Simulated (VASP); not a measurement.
Here is a VASP 6.6.1 calculation.

INCAR

```
PREC = Accurate
ENCUT = 520
EDIFF = 1E-7
ISMEAR = -1
SIGMA = 0.05
LREAL = F
LASPH = T
NELM = 150
ALGO = Normal
ISIF = 2
LWAVE = F
LCHARG = F
ISPIN = 2
MAGMOM = 0 0 4
LORBIT = 11
LMAXMIX = 4
NBANDS = 28
```

KPOINTS

```
Automatic mesh
0
Gamma
  11 11 4
```

Contents of POSCAR:

```
MnPt2
1.0
    2.8584044518      0.0000000000      0.0000000000
   -1.4292022259      2.4754508696      0.0000000000
    0.0000000000      0.0000000000      6.5325040000
Pt Mn
2 1
Direct
    0.6666666667      0.3333333333      0.3162060000
    0.3333333333      0.6666666667      0.6837940000
    0.0000000000      0.0000000000      0.0000000000
```

Potentials or basis: VASP PAW LDA potentials, release 64 (Pt, Mn_pv).

Launch:

```console
$ cat potpaw_LDA.64/Pt/POTCAR potpaw_LDA.64/Mn_pv/POTCAR > POTCAR
$ mpirun -np 1 vasp_std > vasp.out
```

(1) Predict the largest force.

(2) What does it give for the pressure?

(3) Estimate the net moment.

(4) What does it give for the site moments?

Answers

(1) 0.099 eV/Å.

(2) -16.1 GPa.

(3) 4.16 μB per cell.

(4) Pt +0.25; Mn +3.48 μB.

Caveat: the cell stands under tension.
